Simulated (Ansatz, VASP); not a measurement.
# One calculation of NaLa, two programs

File INCAR:

```
SYSTEM = NaLa
PREC = Accurate ; ENCUT = 1130
EDIFF = 1E-6 ; ISMEAR = -1
SIGMA = 0.05 ; LREAL = .FALSE.
LASPH = .TRUE. ; NELM = 200
ALGO = Normal ; ISIF = 2
LWAVE = .FALSE. ; LCHARG = .TRUE.
GGA = PE ; LELF = .TRUE.
LVHAR = .TRUE. ; NBANDS = 17
GGA_COMPAT = .FALSE. ; LMAXMIX = 6
```

Contents of KPOINTS:

```
Automatic mesh
0
G
  9 9 4
  0 0 0
```

File POSCAR:

```
NaLa
1.0
    3.6062507687      0.0000000000      0.0000000000
   -1.8031253843      3.1231047781      0.0000000000
    0.0000000000      0.0000000000      6.4837820000
La Na
1 1
Direct
    0.3333333333      0.6666666667      0.5000000000
    0.0000000000      0.0000000000      0.0000000000
```

The input input.yaml:

```yaml
crystal:
  lattice:
    - [3.6062507687, 0.0, 0.0]
    - [-1.8031253843, 3.1231047781, 0.0]
    - [0.0, 0.0, 6.483782]
  atoms:
    - { symbol: La, position: [0.3333333333, 0.6666666667, 0.5] }
    - { symbol: Na, position: [0.0, 0.0, 0.0] }
hamiltonian:
  xc: pbe
  pseudopotentials: { kind: paw }
kpoints:
  mp_grid: { grid: [9, 9, 4] }
scf:
  occupations: { method: fermi_dirac, width: 0.05 }
output:
  forces: true
  stress: true
  eigenvalues: true
```

Alike in both runs: task single point; functional PBE; k mesh 9 × 9 × 4; occupations fermi-dirac, width 0.05 eV; no spin polarisation.

|  | VASP | Ansatz |
| --- | --- | --- |
| version | VASP 6.6.1 | Ansatz 0.2.0 |
| potentials or method | VASP PAW PBE potentials, release 64 (La, Na_sv) | Ansatz PAW |
| plane-wave cutoff (eV) | 1130 | 420 |
| valence electrons in the cell | 20 | 20 |

Ansatz gave:

- gap on the k mesh at the Fermi level (eV): none
- pressure (GPa): -0.1
- traceless stress, the component that is largest in VASP (GPa): 0.13

Problem. What did VASP give for the same quantities?

Solution. gap on the k mesh at the Fermi level (eV): none; pressure (GPa): -0.2; traceless stress, the component that is largest in VASP (GPa): 0.11.

A gap of «none» marks a metal or a gap that the smearing closes.

Spin-orbit coupling is off throughout.
